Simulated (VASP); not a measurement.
Write the native input for VASP 6.6.1 that does the following.

| Property | Result |
| --- | --- |
| Task | single point |
| Functional | PBE |
| Dispersion | D3(BJ) |
| Potentials or basis | VASP PAW PBE potentials, release 64 (S, O, H) |
| Cutoff | 520 eV |
| k mesh | 1 × 1 × 1 |
| Occupations | fermi-dirac, width 0.05 eV |
| Spin | no spin polarisation |
| Dipole correction | no |
| Further INCAR settings | LREAL = Auto; ALGO = Normal; EDIFF = 1e-07; NBANDS = 86 |

The structure of HSO lies in POSCAR:

```
HSO
1.0
    8.8254360000      0.0000000000      0.0000000000
    0.0000000000      8.8254360000      0.0000000000
    0.0000000000      0.0000000000      8.8254360000
S O H
10 10 10
Direct
    0.0629090733      0.4315254227      0.9640996773
    0.6356739769      0.5280872242      1.0348157304
   -0.0373692586      0.8972474561      0.7093587218
    0.8713110604      0.2823089987      0.3191910292
    0.0794295035      0.8400604797      0.2152641524
    0.6578485188      0.0937404112      0.6910480117
    0.1808069312      0.3494104994      0.4538132734
    0.4104953002      0.6811901418      0.6037095504
    0.2548316027     -0.0409271565      0.9368942226
    0.5305800189      0.9960641038      0.2621626852
    0.2280793833      0.3986771872      1.0022960905
    0.0298115583      0.5885488264      0.9460155850
    0.5357355716      0.6428350962      0.9650854643
    0.6773716335      0.3838110661      0.9573464699
   -0.0724610093      0.7504218488      0.6446706996
    0.0996098096      0.9724958631      0.6407728751
    0.9146403645      0.4094415279      0.2232184336
    0.9034341193      0.1324353834      0.2561913088
   -0.0737753919      0.8018753974      0.1519245055
    0.2185501090      0.7403486921      0.2131679387
    0.6863570253      0.2478857702      0.7260491153
    0.5605728714      0.0936271024      0.8106001788
    0.1618390298      0.4576431125      0.3492065435
    0.3401871590      0.3474389254      0.4625947092
    0.3235194273      0.6734398165      0.4613709736
    0.2836007196      0.7405186554      0.6768050893
    0.3358927536      0.0472724520      1.0348383921
    0.1560489476      0.0724270166      0.8939388377
    0.4545724427      0.9294045076      0.1284582427
    0.3899977293      1.0208674110      0.3308731716
```

The input as run:

INCAR

```
ALGO = Normal ; EDIFF = 1E-7
ENCUT = 520 ; GGA = PE
ISIF = 2 ; ISMEAR = -1
IVDW = 12 ; LASPH = T
LCHARG = F ; LREAL = Auto
LWAVE = F ; NBANDS = 86
NELM = 60 ; PREC = Accurate
SIGMA = 0.05
```

KPOINTS

```
k-points
0
Gamma
  1 1 1
```

Potentials or basis: VASP PAW PBE potentials, release 64 (S, O, H).

Launch:

```sh
$ cat potpaw_PBE.64/S/POTCAR potpaw_PBE.64/O/POTCAR potpaw_PBE.64/H/POTCAR > POTCAR
$ mpirun -np 1 vasp_gam > vasp.out
```

Results of the run:

* Pressure: -2.5 GPa
* Largest force: 4.134 eV/Å
* Dispersion energy per atom: -0.065 eV

Caveat: the k points lie up to 0.71 Å⁻¹ apart; the atoms stand as in a frame of molecular dynamics.

Wall time 79 s on 1 thread of Intel(R) Xeon(R) 6975P-C (Granite Rapids) (shared host), peak memory 0.67 GiB.
